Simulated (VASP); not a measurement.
# Rh (Fm-3m) in VASP: a series of runs

The runs below take Rh through single point, relaxation of cell and atoms, with PBEsol.

Everything below comes from runs of VASP 6.6.1. Logs are shortened: lines on timing, memory, paths and dates and some standing lists are left out, and cuts for length are marked.

### 1 The cell of the first run

Symmetry: Fm-3m, No. 225, cubic system. Conventional cell: a = 3.806 Å, b = 3.806 Å, c = 3.806 Å, α = 90.00°, β = 90.00°, γ = 90.00°. Rh (site symmetry m-3m) has 12 Rh at 2.69 Å within 3.5 Å.

### 2 Single point, PBEsol

Contents of INCAR:

```
SYSTEM = Rh
PREC = Accurate ; ENCUT = 520
EDIFF = 1E-7 ; ISMEAR = 0
SIGMA = 0.1 ; LREAL = .FALSE.
LASPH = .TRUE. ; NELM = 100
ALGO = Fast ; ISIF = 2
LWAVE = .FALSE. ; LCHARG = .FALSE.
GGA = PS ; NBANDS = 14
```

Contents of KPOINTS:

```
Automatic mesh
0
G
  8 8 8
  0 0 0
```

Contents of POSCAR:

```
Rh
1.0
    0.0000000000      1.9029860900      1.9029860900
    1.9029860900      0.0000000000      1.9029860900
    1.9029860900      1.9029860900      0.0000000000
Rh
1
Direct
    0.0000000000      0.0000000000      0.0000000000
```

Potentials or basis: VASP PAW PBE potentials, release 64 (Rh_pv).

On the command line:

```
> cat potpaw_PBE.64/Rh_pv/POTCAR > POTCAR
> mpirun -np 1 vasp_std > vasp.out
```

OUTCAR:

```text
SYSTEM = Rh
   PREC = Accurate
   ENCUT = 520
   EDIFF = 1E-7
   ISMEAR = 0
   LREAL = .FALSE.
   LASPH = .TRUE.
   NELM = 100
   ISIF = 2
   GGA = PS

 ion  position               nearest neighbor table
   1  0.000  0.000  0.000-

  LATTYP: Found a face centered cubic cell.
 ALAT       =     3.8059721800

  Lattice vectors:

 A1 = (   0.0000000000,   1.9029860900,   1.9029860900)
 A2 = (   1.9029860900,   0.0000000000,   1.9029860900)
 A3 = (   1.9029860900,   1.9029860900,   0.0000000000)

Analysis of symmetry for initial positions (statically):
=====================================================================
 Subroutine PRICEL returns:
 Original cell was already a primitive cell.

 Routine SETGRP: Setting up the symmetry group for a
 face centered cubic supercell.

 Subroutine GETGRP returns: Found 48 space group operations
 (whereof 48 operations were pure point group operations)
 out of a pool of 48 trial point group operations.

The static configuration has the point symmetry O_h .

Analysis of symmetry for dynamics (positions and initial velocities):
=====================================================================
 Subroutine PRICEL returns:
 Original cell was already a primitive cell.

 Routine SETGRP: Setting up the symmetry group for a
 face centered cubic supercell.

 Subroutine GETGRP returns: Found 48 space group operations
 (whereof 48 operations were pure point group operations)
 out of a pool of 48 trial point group operations.

The dynamic configuration has the point symmetry O_h .

 Subroutine INISYM returns: Found 48 space group operations
 (whereof 48 operations are pure point group operations),
 and found     1 'primitive' translations

----------------------------------------------------------------------------------------

                                     Primitive cell

  volume of cell :      13.7828

  direct lattice vectors                    reciprocal lattice vectors
     0.000000000  1.902986090  1.902986090    -0.262744958  0.262744958  0.262744958
     1.902986090  0.000000000  1.902986090     0.262744958 -0.262744958  0.262744958
     1.902986090  1.902986090  0.000000000     0.262744958  0.262744958 -0.262744958

  length of vectors
     2.691228737  2.691228737  2.691228737     0.455087616  0.455087616  0.455087616

  position of ions in fractional coordinates (direct lattice)
     0.000000000  0.000000000  0.000000000

  ion indices of the primitive-cell ions
   primitive index   ion index
                 1           1

----------------------------------------------------------------------------------------

 KPOINTS: Automatic mesh

Automatic generation of k-mesh.
 Grid dimensions read from file:
 generate k-points for:    8    8    8

 Generating k-lattice:

  Cartesian coordinates                     Fractional coordinates (reciprocal lattice)
    -0.032843120  0.032843120  0.032843120     0.125000000  0.000000000  0.000000000
     0.032843120 -0.032843120  0.032843120     0.000000000  0.125000000  0.000000000
     0.032843120  0.032843120 -0.032843120     0.000000000  0.000000000  0.125000000

  Length of vectors
     0.056885952  0.056885952  0.056885952

  Shift w.r.t. Gamma in fractional coordinates (k-lattice)
     0.000000000  0.000000000  0.000000000

 Subroutine IBZKPT returns following result:
 ===========================================

 Found     29 irreducible k-points:

 Following reciprocal coordinates:
            Coordinates               Weight
  0.000000  0.000000  0.000000      1.000000
  0.125000  0.000000  0.000000      8.000000
  0.250000  0.000000  0.000000      8.000000
  0.375000  0.000000  0.000000      8.000000
  0.500000  0.000000  0.000000      4.000000
  0.125000  0.125000  0.000000      6.000000
[... 16 lines left out ...]
  0.500000  0.250000  0.125000     48.000000
 -0.375000  0.250000  0.125000     24.000000
 [... further k-points ...]
   k-points           NKPTS =     29   k-points in BZ     NKDIM =     29   number of bands    NBANDS=     14
   number of dos      NEDOS =    301   number of ions     NIONS =      1
   total plane-waves  NPLWV =   8000
   dimension x,y,z NGX =    20 NGY =   20 NGZ =   20
   dimension x,y,z NGXF=    40 NGYF=   40 NGZF=   40
   ions per type =               1
   NGX,Y,Z   is equivalent  to a cutoff of  12.35, 12.35, 12.35 a.u.
   NGXF,Y,Z  is equivalent  to a cutoff of  24.71, 24.71, 24.71 a.u.
 SYSTEM =  Rh
   PREC   = accura    normal or accurate (medium, high low for compatibility)
   ISTART =      0    job   : 0-new  1-cont  2-samecut
   ICHARG =      2    charge: 1-file 2-atom 10-const
   ISPIN  =      1    spin polarized calculation?
   LNONCOLLINEAR =      F non collinear calculations
   LSORBIT =      F    spin-orbit coupling
   LASPH  =      T    aspherical Exc in radial PAW
   ENCUT  =  520.0 eV  38.22 Ry    6.18 a.u.   5.00  5.00  5.00*2*pi/ulx,y,z
   NELM   =    100;   NELMIN=  2; NELMDL= -5     # of ELM steps
   EDIFF  = 0.1E-06   stopping-criterion for ELM
   LREAL  =      F    real-space projection
   EDIFFG = 0.1E-05   stopping-criterion for IOM
   NSW    =      0    number of steps for IOM
   IBRION =     -1    ionic relax: 0-MD 1-quasi-New 2-CG
   NFREE  =      0    steps in history (QN), initial steepest desc. (CG)
   ISIF   =      2    stress and relaxation
   ISYM   =      2    0-nonsym 1-usesym 2-fastsym
   POTIM  = 0.5000    time-step for ionic-motion
   TEBEG  =    0.0;   TEEND  =   0.0 temperature during run
   PSTRESS=    0.0 pullay stress
   NELECT =      15.0000    total number of electrons
   NUPDOWN=      -1.0000    fix difference up-down
   EMIN   =  10.00;   EMAX   =-10.00  energy-range for DOS
   EFERMI =   0.00;   METHOD = LEGACY
   ISMEAR =     0;   SIGMA  =   0.10  broadening in eV -4-tet -1-fermi 0-gaus
   EFERMI_NEDOS =   21; number of points for ismear=-14 and -15
   IALGO  =     68    algorithm
   IMIX   =      4    mixing-type and parameters
     AMIX     =   0.40;   BMIX     =  1.00
     AMIX_MAG =   1.60;   BMIX_MAG =  1.00
  volume/ion in A,a.u.               =      13.78        93.01
  Fermi-wavevector in a.u.,A,eV,Ry     =   1.683939  3.182183 38.581359  2.835650
  Thomas-Fermi vector in A             =   2.767050
   LORBIT       =      0    0 simple, 1 ext, 2 COOP (PROOUT), +10 PAW based schemes
   GGA     = PS    functional components
   LHFCALC =     F    Hartree Fock is set to
   AEXX    =    0.0000 exact exchange contribution
   IVDW    =     0    specifies the selected vdW correction
   LEPSILON=     F    determine dielectric tensor
   LRPA    =     F    only Hartree local field effects (RPA)
 non-spin polarized calculation
 RMM-DIIS sequential band-by-band and
 Gauss-broadening in eV      SIGMA  =   0.10
  energy-cutoff  :      520.00
  volume of cell :       13.78
 maximum number of plane-waves:       388
   NGX =  9   NGY =  9   NGZ =  9

 number of electron      15.0000007 magnetization

 Free energy of the ion-electron system (eV)
  ---------------------------------------------------
  ext. energy  EPLUGINS =         0.00000000
  ---------------------------------------------------
  free energy    TOTEN  =        -8.10251572 eV

  energy without entropy =       -8.09247282  energy(sigma->0) =       -8.09749427

 E-fermi :  11.7467     XC(G=0): -14.1975

 val. band max:       11.7202617986   @ k =  -0.3750   0.2500   0.0000
 cond. band min:      11.8165409241   @ k =   0.3750   0.0000   0.0000
 fundamental gap:      0.0962791256
 Fermi energy:        11.7466692488

 k-point     1 :       0.0000    0.0000    0.0000
  band No.  band energies     occupation
      1     -34.5852      2.00000
      2     -34.5852      2.00000
      3     -34.5852      2.00000
      4       3.6732      2.00000
      5       8.6428      2.00000
      6       8.6428      2.00000
      7       8.6428      2.00000
      8      10.7601      2.00000
      9      10.7601      2.00000
     10      27.6347      0.00000
     11      32.1550      0.00000
     12      33.0842      0.00000
     13      33.0842      0.00000
     14      33.0842      0.00000

 k-point     2 :       0.1250    0.0000    0.0000
  band No.  band energies     occupation
      1     -34.6957      2.00000
      2     -34.6001      2.00000
      3     -34.6001      2.00000
      4       4.2761      2.00000
      5       8.4063      2.00000
      6       8.8582      2.00000
      7       8.8582      2.00000
      8      10.6593      2.00000
      9      10.6593      2.00000
     10      28.4503      0.00000
     11      30.5276      0.00000
     12      32.1573      0.00000
     13      33.9751      0.00000
     14      33.9751      0.00000

 k-point     3 :       0.2500    0.0000    0.0000
  band No.  band energies     occupation
      1     -34.9575      2.00000
      2     -34.6360      2.00000
      3     -34.6360      2.00000
      4       5.4801      2.00000
      5       8.4909      2.00000
      6       9.0105      2.00000
      7       9.0105      2.00000
      8      10.9152      2.00000
      9      10.9152      2.00000
     10      26.7410      0.00000
     11      29.2142      0.00000
     12      32.1563      0.00000
     13      36.0431      0.00000
     14      36.0431      0.00000
[... 324 lines left out ...]
 k-point    23 :       0.5000    0.2500    0.1250
  band No.  band energies     occupation
      1     -35.1584      2.00000
      2     -34.8530      2.00000
      3     -34.7248      2.00000
      4       6.7687      2.00000
      5       7.8199      2.00000
      6       8.3325      2.00000
      7      10.0148      2.00000
      8      11.6057      1.95379
      9      14.8269      0.00000
     10      23.2668      0.00000
     11      27.5163      0.00000
     12      29.3730      0.00000
     13      32.1592      0.00000
     14      34.0247      0.00000

 k-point    24 :      -0.3750    0.2500    0.1250
  band No.  band energies     occupation
      1     -35.2175      2.00000
      2     -34.8784      2.00000
      3     -34.7480      2.00000
      4       6.7000      2.00000
      5       7.5811      2.00000
      6       9.0449      2.00000
      7       9.7300      2.00000
      8      12.1139      0.00000
      9      17.0885      0.00000
     10      20.0794      0.00000
     11      27.7229      0.00000
     12      28.4476      0.00000
     13      32.1599      0.00000
     14      32.8012      0.00000

 [... further k-points ...]

------------------------ aborting loop because EDIFF is reached ----------------------------------------

  FORCE on cell =-STRESS in cart. coord.  units (eV):
  Direction    XX          YY          ZZ          XY          YZ          ZX
  --------------------------------------------------------------------------------------
  -------------------------------------------------------------------------------------
  Total       -0.4221584     -0.4221584     -0.4221584     -0.0000000     -0.0000000      0.0000000
  in kB      -49.0737418    -49.0737418    -49.0737418     -0.0000000     -0.0000000      0.0000000
  external PRESSURE =     -49.0737418 kB  Pullay stress =       0.0000000 kB

 VOLUME and BASIS-vectors are now :
 -----------------------------------------------------------------------------
  energy-cutoff  :      520.00
  volume of cell :       13.78
      direct lattice vectors                 reciprocal lattice vectors
     0.000000000  1.902986090  1.902986090    -0.262744958  0.262744958  0.262744958
     1.902986090  0.000000000  1.902986090     0.262744958 -0.262744958  0.262744958
     1.902986090  1.902986090  0.000000000     0.262744958  0.262744958 -0.262744958

 POSITION                                       TOTAL-FORCE (eV/Angst)
 -----------------------------------------------------------------------------------
      0.00000      0.00000      0.00000         0.000000     -0.000000     -0.000000
 -----------------------------------------------------------------------------------
    total drift:                                0.000000      0.000000      0.000000

  FREE ENERGIE OF THE ION-ELECTRON SYSTEM (eV)
  ---------------------------------------------------
  free  energy   TOTEN  =        -8.1025157182 eV

  energy  without entropy=       -8.0924728197  energy(sigma->0) =       -8.09749427
```

It took 3.2 s on 1 thread of Intel Xeon 6975P-C (Granite Rapids), shared host; peak memory 0.12 GiB.

Results:

```
Free energy            : -8.1025 eV
Pressure               : -4.9 GPa
Band gap on the k mesh : zero (an odd number of electrons rules out a gap without spin polarisation)
```

Caveat: the cell stands under tension; the PAW data sets were made with another functional, which shifts forces and pressure a little.

### 3 Single point, PBEsol

This run uses another cell than the first one, of 13.50 Å³/atom.

Contents of INCAR:

```
PREC = Accurate
ENCUT = 520
EDIFF = 1E-6
ISMEAR = 0
SIGMA = 0.1
LREAL = False
LASPH = True
NELM = 80
ALGO = Normal
ISIF = 2
LWAVE = False
LCHARG = False
GGA = PS
NBANDS = 14
```

Contents of KPOINTS:

```
regular mesh
0
Gamma
  18 18 18
```

Contents of POSCAR:

```
Rh
1.0
    0.0000000000      1.8900916026      1.8900916026
    1.8900916026      0.0000000000      1.8900916026
    1.8900916026      1.8900916026      0.0000000000
Rh
1
Direct
    0.0000000000      0.0000000000      0.0000000000
```

Potentials or basis: VASP PAW PBE potentials, release 64 (Rh_pv).

On the command line:

```
> cat potpaw_PBE.64/Rh_pv/POTCAR > POTCAR
> mpirun -np 1 vasp_std > vasp.out
```

Wall time 11 s (1 thread of Intel Xeon 6975P-C (Granite Rapids), shared host); peak memory 0.15 GiB.

It converged, with:

```
Free energy            : -8.1412 eV
Pressure               : -0.1 GPa
Band gap on the k mesh : zero (an odd number of electrons rules out a gap without spin polarisation)
```

Levels at points of the mesh, in eV from the Fermi level:
```tsv
k point	band 5	band 6	band 7	band 8	band 9	band 10
(0.00, 0.00, 0.00)	-3.19	-3.19	-3.19	-1.02	-1.02	15.91
(0.50, 0.00, 0.00)	-3.27	-3.27	0.59	0.59	0.62	8.77
(0.50, 0.50, 0.00)	-6.15	0.57	1.01	1.01	3.19	12.45
```

Caveat: the PAW data sets were made with another functional, which shifts forces and pressure a little.

### 4 Single point, PBEsol

This run uses another cell than the first one, of 13.55 Å³/atom.

Contents of INCAR:

```
ALGO     = Normal         # electronic algorithm
EDIFF    = 1E-6           # SCF threshold, eV
ENCUT    = 520            # plane-wave cutoff, eV
GGA      = PS             # functional
ISIF     = 2              # what is computed and relaxed
ISMEAR   = -1             # smearing method
LASPH    = T              # aspherical terms in the spheres
LCHARG   = F              # write CHGCAR
LREAL    = F              # projectors in reciprocal space
LWAVE    = F              # write WAVECAR
NBANDS   = 14             # bands
NELM     = 100            # most SCF steps
PREC     = Accurate       # precision mode
SIGMA    = 0.15           # smearing width, eV
```

Contents of KPOINTS:

```
k-points
0
Gamma
  18 18 18
```

Contents of POSCAR:

```
Rh
1.0
    0.0000000000      1.8921579406      1.8921579406
    1.8921579406      0.0000000000      1.8921579406
    1.8921579406      1.8921579406      0.0000000000
Rh
1
Direct
    0.0000000000      0.0000000000      0.0000000000
```

On the command line:

```
> cat potpaw_PBE.64/Rh_pv/POTCAR > POTCAR
> mpirun -np 1 vasp_std > vasp.out
```

Run time: 11 s. Hardware: 1 thread of Intel Xeon 6975P-C (Granite Rapids), shared host; peak memory 0.14 GiB.

It converged, with:

```yaml
Free_energy: -8.1862 eV
Pressure: -0.1 GPa
Band_gap_on_the_k_mesh: zero (an odd number of electrons rules out a gap without spin polarisation)
```

Levels at points of the mesh, in eV from the Fermi level:
```
           k point  band 5  band 6  band 7  band 8  band 9  band 10
(0.00, 0.00, 0.00)   -3.15   -3.15   -3.15   -0.99   -0.99    15.94
(0.50, 0.00, 0.00)   -3.22   -3.22    0.62    0.62    0.65     8.76
(0.50, 0.50, 0.00)   -6.09    0.59    1.04    1.04    3.21    12.43
```

Caveat: the PAW data sets were made with another functional, which shifts forces and pressure a little.

### 5 Relaxation of cell and atoms, PBEsol

This run uses another cell than the first one, of 13.50 Å³/atom.

Contents of INCAR:

```
SYSTEM = Rh
ALGO = Fast
EDIFF = 1E-6
EDIFFG = -0.001
ENCUT = 600
GGA = PS
IBRION = 2
ISIF = 3
ISMEAR = -1
LASPH = .True.
LCHARG = .False.
LREAL = .False.
LWAVE = .False.
NELM = 100
NSW = 80
PREC = Accurate
SIGMA = 0.15
```

Contents of KPOINTS:

```
k-points
0
Gamma
  18 18 18
  0 0 0
```

Contents of POSCAR:

```
Rh
1.0
    0.0000000000      1.8900916026      1.8900916026
    1.8900916026      0.0000000000      1.8900916026
    1.8900916026      1.8900916026      0.0000000000
Rh
1
Direct
    0.0000000000      0.0000000000      0.0000000000
```

On the command line:

```
> cat potpaw_PBE.64/Rh_pv/POTCAR > POTCAR
> mpirun -np 1 vasp_std > vasp.out
```

It took 33 s on 1 thread of Intel Xeon 6975P-C (Granite Rapids), shared host; peak memory 0.17 GiB.

Results (log left out):

| Item | Value |
| --- | --- |
| Free energy | -8.1864 eV |
| Relaxed volume | 13.54 Å³/atom |
| Relaxed cell | a = 2.675 Å, b = 2.675 Å, c = 2.675 Å, α = 60.00°, β = 60.00°, γ = 60.00° |
| Space group after relaxing (to 0.1 Å) | Fm-3m (No. 225) |
| Energy gained by relaxing | 0.1 meV/atom |
| Ionic steps | 5 |
| Pressure after relaxing | 0.0 GPa |
| Band gap on the k mesh | zero (an odd number of electrons rules out a gap without spin polarisation) |

Final structure:
```xyz
1
Lattice="0.0000 1.8916 1.8916 1.8916 0.0000 1.8916 1.8916 1.8916 0.0000" Properties=species:S:1:pos:R:3 pbc="T T T"
Rh    0.0000    0.0000    0.0000
```

Levels at points of the mesh, in eV from the Fermi level:
```
           k point  band 4  band 5  band 6  band 7  band 8  band 9  band 10  band 11
(0.00, 0.00, 0.00)   -8.15   -3.15   -3.15   -3.15   -0.99   -0.99    15.94    21.48
(0.50, 0.00, 0.00)   -6.28   -3.23   -3.23    0.62    0.62    0.65     8.77    15.45
(0.50, 0.50, 0.00)   -6.48   -6.10    0.59    1.04    1.04    3.22    12.45    13.34
```

Caveat: the PAW data sets were made with another functional, which shifts forces and pressure a little.

### 6 Summary

| task | cell | k mesh | cutoff (eV) | smearing | gap on the mesh (eV) | pressure (GPa) |
| --- | --- | --- | --- | --- | --- | --- |
| single point | a = 2.691 Å, angles 60.0°, 1 atom | 8 × 8 × 8 | 520 | gaussian 0.1 eV | none | -4.9 |
| single point | a = 2.673 Å, angles 60.0°, 1 atom | 18 × 18 × 18 | 520 | gaussian 0.1 eV | none | -0.1 |
| single point | a = 2.676 Å, angles 60.0°, 1 atom | 18 × 18 × 18 | 520 | fermi-dirac 0.15 eV | none | -0.1 |
| relaxation of cell and atoms | relaxed from a = 2.673 Å, angles 60.0°, 1 atom | 18 × 18 × 18 | 600 | fermi-dirac 0.15 eV | none | 0.0 |

Alike in all rows: level PBEsol; potentials or basis VASP PAW PBE potentials, release 64 (Rh_pv); no spin polarisation.

Caveats: the PAW data sets were made with another functional, which shifts forces and pressure a little; the cell stands under tension (at least some runs).

Absolute energies hang on the potentials; compare differences alone.
